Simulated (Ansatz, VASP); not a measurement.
# One calculation of SrO, two programs

```
CELL_PARAMETERS angstrom
0.00000 2.56144 2.54864
2.56144 0.00000 2.54864
2.56144 2.56144 0.00000
ATOMIC_POSITIONS crystal
Sr 0.50000 0.50000 0.50000
O 0.00000 0.00000 0.00000
```

Change from the starting cell: z stretched by -0.5 %, x and y held.

Alike in both runs: task single point; functional PBEsol; k mesh 8 × 8 × 8; non-collinear spin, spin-orbit coupling.

```csv
,VASP,Ansatz
version,VASP 6.6.1,Ansatz 0.2.0
potentials or method,"VASP PAW PBE potentials, release 64 (Sr_sv, O), cutoff 520 eV",all-electron LAPW
occupations,"gaussian, width 0.01 eV",fixed
```

|  | VASP | Ansatz | Ansatz less VASP |
| --- | --- | --- | --- |
| pressure (GPa) | 1.1 | 0.5 | -0.63 |
| traceless stress, the component that is largest in VASP (GPa) | 0.49 | 0.47 | -0.027 |
| net moment per atom (μB) | 0.00 | 0.00 | 0.000 |

VASP's potentials were made for PBE, not for PBEsol. Ansatz ran all-electron here, and VASP with PAW potentials.
